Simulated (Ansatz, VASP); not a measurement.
One calculation of AlRu, two programs

File INCAR:

```
SYSTEM = AlRu
  PREC = Accurate
  ENCUT = 520
  EDIFF = 1E-6
  ISMEAR = 0
  SIGMA = 0.15
  LREAL = .False.
  LASPH = .True.
  NELM = 80
  ALGO = Fast
  ISIF = 2
  LWAVE = .False.
  LCHARG = .False.
  GGA = PS
  NBANDS = 16
```

The input KPOINTS:

```
Automatic mesh
0
Gamma
  16 16 16
  0 0 0
```

File POSCAR:

```
AlRu
1.0
    2.9916000000      0.0000000000      0.0000000000
    0.0000000000      2.9916000000      0.0000000000
    0.0000000000      0.0000000000      2.9317680000
Al Ru
1 1
Direct
    0.0000000000      0.0000000000      0.0000000000
    0.5000000000      0.5000000000      0.5000000000
```

Input for Ansatz:

```yaml
crystal:
  lattice:
    - [2.9916, 0.0, 0.0]
    - [0.0, 2.9916, 0.0]
    - [0.0, 0.0, 2.931768]
  atoms:
    - { symbol: Al, position: [0.0, 0.0, 0.0] }
    - { symbol: Ru, position: [0.5, 0.5, 0.5] }
basis:
  ecutwfc: 420
kpoints:
  mp_grid: { grid: [16, 16, 16] }
hamiltonian:
  xc: pbesol
scf:
  occupations: { method: gaussian, width: 0.15 }
output:
  forces: true
  stress: true
  eigenvalues: true
```

Change from the starting cell: strain -0.0200 x Voigt [0, 0, 1, 0, 0, 0], atoms carried along.

Alike in both runs: task single point; functional PBEsol; k mesh 16 × 16 × 16; occupations gaussian, width 0.15 eV; no spin polarisation.

|  | VASP | Ansatz |
| --- | --- | --- |
| version | VASP 6.6.1 | Ansatz 0.2.0 |
| potentials or method | VASP PAW PBE potentials, release 64 (Al, Ru_pv), cutoff 520 eV | scalar-relativistic, plane waves, PAW |
| valence electrons in the cell | 17 | 19 |

Ansatz gave:

| Item | Value |
| --- | --- |
| gap on the k mesh at the Fermi level (eV) | none |
| pressure (GPa) | 1.1 |
| traceless stress, the component that is largest in VASP (GPa) | 2.46 |

Estimate VASP's values.

gap on the k mesh at the Fermi level (eV): none; pressure (GPa): 1.2; traceless stress, the component that is largest in VASP (GPa): 2.47.

VASP's potentials were made for PBE, not for PBEsol. A gap of «none» marks a metal or a gap that the smearing closes. VASP's potentials hold 17 valence electrons a cell and Ansatz's 19, so a difference there can come from the potentials and not from the codes.
